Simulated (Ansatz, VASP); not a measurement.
HfN: VASP beside Ansatz

```
Hf N
1.0
     3.13391    0.00000    0.00000
    -1.56695    2.71404    0.00000
     0.00000    0.00000    5.41677
Hf N
2 2
Direct
  0.33333 0.66667 0.25000
  0.66667 0.33333 0.75000
  0.00000 0.00000 0.50000
  0.00000 0.00000 0.00000
```

Alike in both runs: task relaxation of cell and atoms; functional PBEsol; k mesh 10 × 10 × 5; occupations fermi-dirac, width 0.05 eV; no spin polarisation.

|  | VASP | Ansatz |
| --- | --- | --- |
| version | VASP 6.6.1 | Ansatz 0.2.0 |
| potentials or method | VASP PAW PBE potentials, release 64 (Hf_pv, N) | Ansatz PAW |
| plane-wave cutoff (eV) | 600 | 420 |
| valence electrons in the cell | 30 | 62 |

|  | VASP | Ansatz | Ansatz less VASP |
| --- | --- | --- | --- |
| gap on the k mesh at the Fermi level, each at its own relaxed structure (eV) | none | none | - |
| relaxed volume (Å³/atom) | 11.32 | 11.42 | +0.091 |
| relaxed cell length with the largest relative difference (Å) | 3.118 | 3.127 | +0.0084 |

VASP's potentials were made for PBE, not for PBEsol. A gap of «none» marks a metal or a gap that the smearing closes. VASP's potentials hold 30 valence electrons a cell and Ansatz's 62, so a difference there can come from the potentials and not from the codes.

Spin-orbit coupling is off throughout. Noted on Ansatz's run: the plane-wave basis is chosen anew once the cell has moved, so the energies of steps on either side of that aren't comparable.
